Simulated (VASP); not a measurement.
A run of VASP 6.6.1:

File INCAR:

```
ALGO = Normal
EDIFF = 1E-6
ENCUT = 520
GGA = PE
ISIF = 2
ISMEAR = 0
LASPH = True
LCHARG = False
LREAL = False
LWAVE = False
NBANDS = 22
NELM = 60
PREC = Accurate
SIGMA = 0.1
```

KPOINTS

```
k-points
0
Gamma
  4 4 4
```

Contents of POSCAR:

```
LiH2
1.0
    4.9152997400      0.0000000000      0.0000000000
    0.0000000000      4.9152997400      0.0000000000
    0.0000000000      0.0000000000      4.7688803000
Li H
4 8
Direct
    0.7252988100      0.7252988100      0.0000000000
    0.2747011900      0.7252988100      0.5000000000
    0.7252988100      0.2747011900      0.5000000000
    0.2747011900      0.2747011900      0.0000000000
    0.5000000000      0.5000000000      0.7500000000
    0.0000000000      0.5000000000      0.2500000000
    0.5000000000      0.0000000000      0.2500000000
    0.0000000000      0.0000000000      0.7500000000
    0.0000000000      0.0000000000      0.2500000000
    0.5000000000      0.0000000000      0.7500000000
    0.0000000000      0.5000000000      0.7500000000
    0.5000000000      0.5000000000      0.2500000000
```

Potentials or basis: VASP PAW PBE potentials, release 64 (Li_sv, H).

Launch:

```sh
$ cat potpaw_PBE.64/Li_sv/POTCAR potpaw_PBE.64/H/POTCAR > POTCAR
$ mpirun -np 1 vasp_std > vasp.out
```

Hardware: 1 thread of AMD EPYC 7R43 64-Core Processor (Zen 3) (shared host).

**Question.** How long does it take, and how much memory?

**Answer.** Run time: 83 s on 1 thread of AMD EPYC 7R43 64-Core Processor (Zen 3) (shared host), peak memory 0.18 GiB. Counts: scf iterations 13, k points 18.
